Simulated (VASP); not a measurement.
Crystal: Pd.

```
CELL_PARAMETERS angstrom
0.00000 1.97211 1.97211
1.97211 0.00000 1.97211
1.97211 1.97211 0.00000
ATOMIC_POSITIONS crystal
Pd 0.00000 0.00000 0.00000
```

Base run:

| Property | Result |
| --- | --- |
| Program | VASP 6.6.1 |
| Functional | r2SCAN |
| Dispersion | D4 |
| Potentials or basis | VASP PAW PBE potentials, release 64 (Pd) |
| Cutoff | 520 eV |
| k mesh | 12 × 12 × 12 |
| Occupations | fermi-dirac, width 0.05 eV |
| Spin | no spin polarisation |

Its results: band gap on the k mesh zero (band 5 reaches 9.24 eV, above the bottom of band 6 at 7.67 eV); pressure -5.9 GPa.

**Question.** After a change of settings the same cell gave: band gap on the k mesh zero (band 5 reaches 9.90 eV, above the bottom of band 6 at 8.40 eV); pressure 0.8 GPa. Which change was it?
A. functional from r2SCAN to PBE; dispersion from D4 to D3(BJ)
B. functional from r2SCAN to BLYP; dispersion from D4 to D3(BJ)
C. dispersion from D4 to rVV10; further incar settings from ALGO = Normal; EDIFF = 1e-06; NBANDS = 11 to ALGO = Normal; EDIFF = 1e-07; NBANDS = 11
D. functional from r2SCAN to BLYP

**Answer.** D.

Caveats: the PAW data sets were made with another functional, which shifts forces and pressure a little; pairwise dispersion overbinds metals, which lowers pressure and volume.
